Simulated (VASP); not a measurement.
# ZrC (P6_3/mmc) in VASP: a series of runs, part 2 of 2

VASP 6.6.1.

## Step 3: Single point, PBE

This run uses another cell than the first one, of 13.96 Å³/atom, 1.019 times its volume.

Input file INCAR:

```
ALGO = Normal
EDIFF = 1E-6
ENCUT = 520
GGA = PE
ISIF = 2
ISMEAR = -1
LASPH = True
LCHARG = True
LELF = True
LREAL = False
LVHAR = True
LWAVE = False
NBANDS = 24
NELM = 100
PREC = Accurate
SIGMA = 0.05
```

Input file KPOINTS:

```
k-points
0
Gamma
  9 9 5
```

Input file POSCAR:

```
ZrC
1.0
    3.4579926937      0.0000000000      0.0000000000
   -1.7289963468      2.9947095188      0.0000000000
    0.0000000000      0.0000000000      5.3938058701
Zr C
2 2
Direct
    0.6666666667      0.3333333333      0.7500000000
    0.3333333333      0.6666666667      0.2500000000
    0.0000000000      0.0000000000      0.5000000000
    0.0000000000      0.0000000000      0.0000000000
```

Potentials or basis: VASP PAW PBE potentials, release 64 (Zr_sv, C).

Command:

```sh
$ cat potpaw_PBE.64/Zr_sv/POTCAR potpaw_PBE.64/C/POTCAR > POTCAR
$ mpirun -np 1 vasp_std > vasp.out
```

It took 23 s on 1 thread of Intel Xeon 6975P-C (Granite Rapids), shared host; peak memory 0.19 GiB.

It converged, with:

- Free energy: -38.0870 eV
- Pressure: -12.9 GPa
- Band gap on the k mesh: zero (band 16 reaches 10.03 eV, above the bottom of band 17 at 9.08 eV)

Stress tensor (GPa, compression positive):
```
-13.82   0.00   0.00
  0.00 -13.82   0.00
  0.00   0.00 -10.98
```

Levels at points of the mesh, in eV from the Fermi level:
```tsv
k point	band 12	band 13	band 14	band 15	band 16	band 17	band 18	band 19	band 20	band 21
(0.00, 0.00, 0.00)	-2.69	-2.69	-1.06	-1.06	0.90	1.17	1.17	1.52	1.52	2.20
```

## Step 4: Single point, PBE

This run uses another cell than the first one, of 11.68 Å³/atom, 0.853 times its volume.

Input file INCAR:

```
  PREC = Accurate
  ENCUT = 520
  EDIFF = 1E-7
  ISMEAR = -1
  SIGMA = 0.05
  LREAL = False
  LASPH = True
  NELM = 60
  ALGO = Normal
  ISIF = 2
  LWAVE = False
  LCHARG = True
  GGA = PE
  LELF = True
  LVHAR = True
  NBANDS = 24
```

Input file KPOINTS:

```
regular mesh
0
Gamma
  7 7 4
```

Input file POSCAR:

```
ZrC
1.0
    3.2411056589      0.0000000000      0.0000000000
   -1.6205528295      2.8068798370      0.0000000000
    0.0000000000      0.0000000000      5.1368791735
Zr C
2 2
Direct
    0.6666666667      0.3333333333      0.7500000000
    0.3333333333      0.6666666667      0.2500000000
    0.0000000000      0.0000000000      0.5000000000
    0.0000000000      0.0000000000      0.0000000000
```

Potentials or basis: VASP PAW PBE potentials, release 64 (Zr_sv, C).

Command:

```sh
$ cat potpaw_PBE.64/Zr_sv/POTCAR potpaw_PBE.64/C/POTCAR > POTCAR
$ mpirun -np 1 vasp_std > vasp.out
```

OUTCAR:

```text
PREC = Accurate
   ENCUT = 520
   EDIFF = 1E-7
   ISMEAR = -1
   LREAL = False
   LASPH = True
   NELM = 60
   ISIF = 2
   GGA = PE

 ion  position               nearest neighbor table
   1  0.667  0.333  0.750-   3 2.27   4 2.27   3 2.27   4 2.27   3 2.27   4 2.27   2 3.18   2 3.18
                             2 3.18   2 3.18   2 3.18   2 3.18
   2  0.333  0.667  0.250-   3 2.27   4 2.27   3 2.27   4 2.27   3 2.27   4 2.27   1 3.18   1 3.18
                             1 3.18   1 3.18   1 3.18   1 3.18
   3  0.000  0.000  0.500-   1 2.27   2 2.27   1 2.27   2 2.27   1 2.27   2 2.27
[... 849 lines left out ...]
  --------------------------------------------------------------------------------------
  -------------------------------------------------------------------------------------
  Total        8.8398744      8.8398744      8.8385769     -0.0000000      0.0000000      0.0000000
  in kB      303.0681627    303.0681627    303.0236780     -0.0000000      0.0000000      0.0000000
  external PRESSURE =     303.0533344 kB  Pullay stress =       0.0000000 kB

 VOLUME and BASIS-vectors are now :
 -----------------------------------------------------------------------------
  energy-cutoff  :      520.00
  volume of cell :       46.73
      direct lattice vectors                 reciprocal lattice vectors
     3.241105659  0.000000000  0.000000000     0.308536686  0.178133739  0.000000000
    -1.620552830  2.806879837  0.000000000     0.000000000  0.356267478  0.000000000
     0.000000000  0.000000000  5.136879173     0.000000000  0.000000000  0.194670726

 POSITION                                       TOTAL-FORCE (eV/Angst)
 -----------------------------------------------------------------------------------
      1.62055      0.93563      3.85266        -0.000000      0.000000      0.000000
     -0.00000      1.87125      1.28422         0.000000     -0.000000      0.000000
      0.00000      0.00000      2.56844         0.000000      0.000000      0.000000
      0.00000      0.00000      0.00000         0.000000      0.000000      0.000000
 -----------------------------------------------------------------------------------
    total drift:                               -0.000000      0.000000     -0.000000

  FREE ENERGIE OF THE ION-ELECTRON SYSTEM (eV)
  ---------------------------------------------------
  free  energy   TOTEN  =       -37.7872734562 eV

  energy  without entropy=      -37.7846634038  energy(sigma->0) =      -37.78596843
```

stdout:

```text
POSCAR found type information on POSCAR ZrC
 POSCAR found :  2 types and       4 ions
 scaLAPACK will be used
 LDA part: xc-table for (Slater+PW92), standard interpolation
 POSCAR, INCAR and KPOINTS ok, starting setup
 FFT: planning ... GRIDC
 FFT: planning ... GRID_SOFT
 FFT: planning ... GRID
 WAVECAR not read
 entering main loop
```

Run time: 22 s. Hardware: 1 thread of Intel Xeon Platinum 8488C (Sapphire Rapids), shared host; peak memory 0.16 GiB.

What came out:

| Property | Result |
| --- | --- |
| Free energy | -37.7873 eV |
| Pressure | 30.3 GPa |
| Band gap on the k mesh | zero (band 16 reaches 12.07 eV, above the bottom of band 17 at 10.91 eV) |

Levels at points of the mesh, in eV from the Fermi level:
```tsv
k point	band 13	band 14	band 15	band 16	band 17	band 18	band 19	band 20
(0.00, 0.00, 0.00)	-2.97	-1.15	-1.15	0.98	1.42	1.42	2.00	2.00
(0.00, 0.00, 0.50)	-2.58	-2.58	-2.58	-2.58	3.92	3.92	3.92	3.92
```

## Step 5: Single point, PBE

This run uses another cell than the first one, of 12.06 Å³/atom, 0.880 times its volume.

Input file INCAR:

```
ALGO = Normal
EDIFF = 1E-6
ENCUT = 520
GGA = PE
ISIF = 2
ISMEAR = -1
LASPH = True
LCHARG = False
LREAL = False
LWAVE = False
NBANDS = 24
NELM = 60
PREC = Accurate
SIGMA = 0.05
```

Input file KPOINTS:

```
k-points
0
Gamma
  7 7 4
```

Input file POSCAR:

```
ZrC
1.0
    3.2753096722      0.0000000000      0.0000000000
   -1.6376548361      2.8365013814      0.0000000000
    0.0000000000      0.0000000000      5.1920446881
Zr C
2 2
Direct
    0.6666666667      0.3333333333      0.7500000000
    0.3333333333      0.6666666667      0.2500000000
    0.0000000000      0.0000000000      0.5000000000
    0.0000000000      0.0000000000      0.0000000000
```

Command:

```sh
$ cat potpaw_PBE.64/Zr_sv/POTCAR potpaw_PBE.64/C/POTCAR > POTCAR
$ mpirun -np 1 vasp_std > vasp.out
```

Wall time 18 s (1 thread of Intel Xeon Platinum 8488C (Sapphire Rapids), shared host); peak memory 0.16 GiB.

The run converged. Its results:

```yaml
Free_energy: -38.0246 eV
Pressure: 20.3 GPa
Band_gap_on_the_k_mesh: zero (band 16 reaches 11.68 eV, above the bottom of band 17 at 10.56 eV)
```

Levels at points of the mesh, in eV from the Fermi level:
```csv
k point,band 12,band 13,band 14,band 15,band 16,band 17,band 18,band 19,band 20,band 21
"(0.00, 0.00, 0.00)",-2.91,-2.91,-1.13,-1.13,0.95,1.37,1.37,1.92,1.92,2.39
"(0.00, 0.00, 0.50)",-2.86,-2.52,-2.52,-2.52,-2.52,3.76,3.76,3.76,3.76,4.36
```

## Step 6: Relaxation of cell and atoms, PBE, target pressure 20 GPa, at which the enthalpy is minimised

This run uses another cell than the first one, of 13.17 Å³/atom, 0.962 times its volume.

Input file INCAR:

```
ALGO = Normal
EDIFF = 1E-6
EDIFFG = -0.01
ENCUT = 600
GGA = PE
IBRION = 2
ISIF = 3
ISMEAR = -1
LASPH = T
LCHARG = F
LREAL = F
LWAVE = F
NELM = 80
NSW = 60
PREC = Accurate
PSTRESS = 200.0
SIGMA = 0.05
```

KPOINTS is that of step 5.

Input file POSCAR:

```
ZrC
1.0
    3.3914762718      0.0000000000      0.0000000000
   -1.6957381359      2.9371046077      0.0000000000
    0.0000000000      0.0000000000      5.2900530000
Zr C
2 2
Direct
    0.6666666667      0.3333333333      0.7500000000
    0.3333333333      0.6666666667      0.2500000000
    0.0000000000      0.0000000000      0.5000000000
    0.0000000000      0.0000000000      0.0000000000
```

Potentials or basis: VASP PAW PBE potentials, release 64 (Zr_sv, C).

Command:

```sh
$ cat potpaw_PBE.64/Zr_sv/POTCAR potpaw_PBE.64/C/POTCAR > POTCAR
$ mpirun -np 1 vasp_std > vasp.out
```

Run time: 2.2 min. Hardware: 1 thread of Intel Xeon Platinum 8488C (Sapphire Rapids), shared host; peak memory 0.19 GiB.

The run converged. Its results:

```yaml
Free_energy: -38.0352 eV
Relaxed_volume: 12.07 Å³/atom
Relaxed_cell: a = 3.276 Å, b = 3.276 Å, c = 5.193 Å, α = 90.00°, β = 90.00°, γ = 120.00°
Space_group_after_relaxing_to_0.05_Å: P6_3/mmc (No. 194)
Energy_change_on_relaxing_the_enthalpy_is_what_falls: +54.3 meV/atom
Ionic_steps: 10
Pressure_after_relaxing: 20.0 GPa
Band_gap_on_the_k_mesh: zero (band 16 reaches 11.67 eV, above the bottom of band 17 at 10.56 eV)
```

Step by step:
```
step  energy change (eV)  largest force (eV/Å)  pressure (GPa)  volume (Å³)
   1              0.0000                0.0000           -2.15        52.69
   2              3.0219                0.0000           99.46        39.99
   3              0.1882                0.0000           18.34        48.53
   4              0.2168                0.0000           19.82        48.29
   5              0.2274                0.0000           20.35        48.21
   6              0.2222                0.0000           20.25        48.23
   7              0.2217                0.0000           20.23        48.23
   8              0.2217                0.0000           20.23        48.23
   9              0.2082                0.0000           19.57        48.34
  10              0.2170                0.0000           20.00        48.27
```

Final structure:
```yaml
crystal:
  lattice:
    - [3.27601, 0.00000, 0.00000]
    - [-1.63800, 2.83711, 0.00000]
    - [0.00000, 0.00000, 5.19309]
  atoms:
    - { symbol: Zr, position: [0.66667, 0.33333, 0.75000] }
    - { symbol: Zr, position: [0.33333, 0.66667, 0.25000] }
    - { symbol: C, position: [0.00000, 0.00000, 0.50000] }
    - { symbol: C, position: [0.00000, 0.00000, 0.00000] }
```

Levels at points of the mesh, in eV from the Fermi level:
```tsv
k point	band 13	band 14	band 15	band 16	band 17	band 18	band 19	band 20
(0.00, 0.00, 0.00)	-2.91	-1.13	-1.13	0.95	1.37	1.37	1.92	1.92
(0.00, 0.00, 0.50)	-2.52	-2.52	-2.52	-2.52	3.76	3.76	3.76	3.76
```

Caveat: the cell is relaxed towards a set pressure, so the enthalpy falls and the energy may rise.

## Step 7: The runs side by side

| task | cell | k mesh | cutoff (eV) | gap on the mesh (eV) | pressure (GPa) |
| --- | --- | --- | --- | --- | --- |
| single point | a = 3.436, b = 3.436, c = 5.360 Å, angles 90.0, 90.0, 120.0°, 4 atoms | 9 × 9 × 5 | 520 | none | -9.6 |
| single point | a = 3.458, b = 3.458, c = 5.394 Å, angles 90.0, 90.0, 120.0°, 4 atoms | 9 × 9 × 5 | 520 | none | -12.9 |
| single point | a = 3.241, b = 3.241, c = 5.137 Å, angles 90.0, 90.0, 120.0°, 4 atoms | 7 × 7 × 4 | 520 | none | 30.3 |
| single point | a = 3.275, b = 3.275, c = 5.192 Å, angles 90.0, 90.0, 120.0°, 4 atoms | 7 × 7 × 4 | 520 | none | 20.3 |
| relaxation of cell and atoms | relaxed to 20 GPa from a = 3.391, b = 3.391, c = 5.290 Å, angles 90.0, 90.0, 120.0°, 4 atoms | 7 × 7 × 4 | 600 | none | 20.0 |

Alike in all rows: level PBE; potentials or basis VASP PAW PBE potentials, release 64 (Zr_sv, C); no spin polarisation; smearing fermi-dirac 0.05 eV.

Caveats: the cell is relaxed towards a set pressure, so the enthalpy falls and the energy may rise (some runs).

Absolute energies hang on the potentials; compare differences alone.
